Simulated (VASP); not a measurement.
A run of VASP 6.6.1 is set up as follows.

Contents of INCAR:

```
PREC = Accurate
ENCUT = 520
EDIFF = 1E-7
ISMEAR = 0
SIGMA = 0.1
LREAL = F
LASPH = T
NELM = 60
ALGO = Normal
ISIF = 2
LWAVE = F
LCHARG = T
GGA = PE
LELF = T
LVHAR = T
NBANDS = 18
```

Contents of KPOINTS:

```
regular mesh
0
Gamma
  12 12 10
```

POSCAR

```
NaYC
1.0
    3.9713778863      0.0000000000      0.0000000000
    0.0000000000      3.9713778863      0.0000000000
    0.0000000000      0.0000000000      4.4993670891
Na Y C
1 1 1
Direct
    0.0000000000      0.0000000000      0.0000000000
    0.5000000000      0.5000000000      0.5000000000
    0.5000000000      0.5000000000      0.0000000000
```

Potentials or basis: VASP PAW PBE potentials, release 64 (Na_pv, Y_sv, C).

Run with:

```console
$ cat potpaw_PBE.64/Na_pv/POTCAR potpaw_PBE.64/Y_sv/POTCAR potpaw_PBE.64/C/POTCAR > POTCAR
$ mpirun -np 1 vasp_std > vasp.out
```

Problem. What does it give for the band gap on the k mesh?

Solution. Zero (bands 11 and 12 overlap by 2.03 eV).

Problem. Predict the pressure.

Solution. 0.0 GPa.
